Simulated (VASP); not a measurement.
Write the native input for VASP 6.6.1 that does the following.

- Task: single point
- Functional: PBE
- Potentials or basis: VASP PAW PBE potentials, release 64 (Cs_sv, Cl)
- Cutoff: 500 eV
- k mesh: 6 × 6 × 6
- Occupations: fermi-dirac, width 0.02 eV
- Spin: no spin polarisation
- Dipole correction: no
- Further INCAR settings: ALGO = Normal; EDIFF = 1e-06; NBANDS = 15

The structure of CsCl lies in POSCAR:

```
CsCl
1.0
    3.8940003918      0.0000000000      0.0000000000
    0.0000000000      3.8940003918      0.0000000000
    0.0000000000      0.0000000000      3.8940003918
Cs Cl
1 1
Direct
    0.0000000000      0.0000000000      0.0000000000
    0.5000000000      0.5000000000      0.5000000000
```

This cell differs from its parent crystal: strain -5.9%.

One way to write it, as run:

INCAR

```
PREC = Accurate
ENCUT = 500
EDIFF = 1E-6
ISMEAR = -1
SIGMA = 0.02
LREAL = False
LASPH = True
NELM = 120
ALGO = Normal
ISIF = 2
LWAVE = False
LCHARG = False
GGA = PE
NBANDS = 15
GGA_COMPAT = False
```

KPOINTS

```
Automatic mesh
0
Gamma
  6 6 6
```

Potentials or basis: VASP PAW PBE potentials, release 64 (Cs_sv, Cl).

Command:

```sh
$ cat potpaw_PBE.64/Cs_sv/POTCAR potpaw_PBE.64/Cl/POTCAR > POTCAR
$ mpirun -np 1 vasp_std > vasp.out
```

It gave:

- Pressure: 6.1 GPa
- Band gap on the k mesh: 5.13 eV, direct

Caveat: the cell differs from its parent crystal (strain -5.9%); spin-orbit coupling is left out, which moves the levels of the heavy elements.

Wall time 15 s on 1 thread of AMD EPYC 7R43 64-Core Processor (Zen 3), with other jobs on the host, peak memory 0.12 GiB.
